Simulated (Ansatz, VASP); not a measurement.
## One calculation of CrO2, two programs

Contents of INCAR:

```
SYSTEM = CrO2
ALGO = Normal
EDIFF = 1E-6
EDIFFG = -0.04
ENCUT = 600
GGA = PE
IBRION = 2
ISIF = 3
ISMEAR = 0
ISPIN = 2
LASPH = .True.
LCHARG = .False.
LMAXMIX = 4
LORBIT = 11
LREAL = .False.
LWAVE = .False.
MAGMOM = 3 0 0
NELM = 150
NSW = 90
PREC = Accurate
SIGMA = 0.1
```

The input KPOINTS:

```
k-points
0
Gamma
  6 6 6
  0 0 0
```

Contents of POSCAR:

```
CrO2
1.0
    2.9668849400      0.0000000000      0.0000000000
   -1.4834424700      2.5693977200      0.0000000000
    0.0000000000      0.0000000000      3.2950798800
Cr O
1 2
Direct
    0.0000000000      0.0000000000      0.0000000000
    0.3333333300      0.6666666700      0.5000000000
    0.6666666700      0.3333333300      0.5000000000
```

Input for Ansatz:

```yaml
crystal:
  lattice:
    - [2.96688494, 0.0, 0.0]
    - [-1.48344247, 2.56939772, 0.0]
    - [0.0, 0.0, 3.29507988]
  atoms:
    - { symbol: Cr, position: [0.0, 0.0, 0.0], spin: 3.0 }
    - { symbol: O, position: [0.33333333, 0.66666667, 0.5] }
    - { symbol: O, position: [0.66666667, 0.33333333, 0.5] }
basis:
  ecutwfc: 420
kpoints:
  mp_grid: { grid: [6, 6, 6] }
hamiltonian:
  xc: pbe
scf:
  occupations: { method: gaussian, width: 0.1 }
  lower_state_search: "off"
output:
  forces: true
  stress: true
  eigenvalues: true
  populations: true
magnetization:
  spin_polarized: true
relax:
  adjacent_minimum: "off"
  f_tol: 0.04
  max_steps: 70
  cell: { stress_tol: 0.4 }
```

Change from the starting cell: species swapped into the HfB2 type (P6/mmm, No. 191).

Alike in both runs: task relaxation of cell and atoms; functional PBE; k mesh 6 × 6 × 6; occupations gaussian, width 0.1 eV; collinear spin.

|  | VASP | Ansatz |
| --- | --- | --- |
| version | VASP 6.6.1 | Ansatz 0.2.0 |
| potentials or method | VASP PAW PBE potentials, release 64 (Cr_pv, O), cutoff 600 eV | scalar-relativistic, plane waves, PAW |
| valence electrons in the cell | 24 | 26 |

VASP gave:

| Property | Result |
| --- | --- |
| gap on the k mesh at the Fermi level, each at its own relaxed structure (eV) | none |
| net moment per atom (μB) | 0.94 |
| size of the moment on the site where the two differ most (μB) | 3.22 |
| relaxed volume (Å³/atom) | 9.28 |
| relaxed length of the cell vector where the two differ most in proportion (Å) | 3.473 |

Estimate Ansatz's values.

gap on the k mesh at the Fermi level, each at its own relaxed structure (eV): none; net moment per atom (μB): 0.94; size of the moment on the site where the two differ most (μB): 3.03; relaxed volume (Å³/atom): 9.33; relaxed length of the cell vector where the two differ most in proportion (Å): 3.481.

Site moments also hang on the region over which each program counts them. A gap of «none» marks a metal or a gap that the smearing closes. VASP's potentials hold 24 valence electrons a cell and Ansatz's 26, so a difference there can come from the potentials and not from the codes.

The k mesh is coarse, so the values compare programs but aren't converged.
